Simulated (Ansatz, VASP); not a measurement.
**SiC in VASP and in Ansatz**

The input INCAR:

```
PREC = Accurate ; ENCUT = 600
EDIFF = 1E-7 ; ISMEAR = 0
SIGMA = 0.02 ; LREAL = False
LASPH = True ; NELM = 80
ALGO = Normal ; ISIF = 3
LWAVE = False ; LCHARG = False
GGA = PS ; IBRION = 2
NSW = 80 ; EDIFFG = -0.015
```

KPOINTS

```
Automatic mesh
0
Gamma
  8 8 8
```

POSCAR

```
SiC
1.0
    0.0000000000      2.1783973793     -2.1783973793
    4.3567947587      0.0000000000      0.0000000000
   -2.1783973793     -4.3567947587     -2.1783973793
Si C
3 3
Direct
    0.1666666667      0.4166666667      0.3333333333
    0.5000000000      0.7500000000      0.0000000000
    0.8333333333      0.0833333333      0.6666666667
    1.0000000000      0.0000000000      1.0000000000
    0.3333333333      0.3333333333      0.6666666667
    0.6666666667      0.6666666667      0.3333333333
```

Input for Ansatz:

```yaml
crystal:
  lattice:
    - [0.0, 2.1783973793, -2.1783973793]
    - [4.3567947587, 0.0, 0.0]
    - [-2.1783973793, -4.3567947587, -2.1783973793]
  atoms:
    - { symbol: Si, position: [0.1666666667, 0.4166666667, 0.3333333333] }
    - { symbol: Si, position: [0.5, 0.75, 0.0] }
    - { symbol: Si, position: [0.8333333333, 0.0833333333, 0.6666666667] }
    - { symbol: C, position: [1.0, 0.0, 1.0] }
    - { symbol: C, position: [0.3333333333, 0.3333333333, 0.6666666667] }
    - { symbol: C, position: [0.6666666667, 0.6666666667, 0.3333333333] }
basis:
  ecutwfc: 420
kpoints:
  mp_grid: { grid: [8, 8, 8] }
hamiltonian:
  xc: pbesol
scf:
  occupations: { method: gaussian, width: 0.02 }
output:
  forces: true
  stress: true
  eigenvalues: true
relax:
  adjacent_minimum: "off"
  f_tol: 0.015
  max_steps: 60
  cell: { stress_tol: 0.15 }
```

Alike in both runs: task relaxation of cell and atoms; functional PBEsol; k mesh 8 × 8 × 8; occupations gaussian, width 0.02 eV; no spin polarisation.

|  | VASP | Ansatz |
| --- | --- | --- |
| version | VASP 6.6.1 | Ansatz 0.2.0 |
| potentials or method | VASP PAW PBE potentials, release 64 (Si, C), cutoff 600 eV | scalar-relativistic, plane waves, PAW |
| valence electrons in the cell | 24 | 24 |

|  | VASP | Ansatz | Ansatz less VASP |
| --- | --- | --- | --- |
| gap on the k mesh at the Fermi level, each at its own relaxed structure (eV) | 1.23 | 1.24 | +0.010 |
| relaxed volume (Å³/atom) | 10.34 | 10.34 | 0.000 |
| relaxed length of the cell vector where the two differ most in proportion (Å) | 3.081 | 3.081 | 0.0000 |

VASP's potentials were made for PBE, not for PBEsol.

Noted on VASP's run: the relaxation stopped at its first step, so nothing moved.
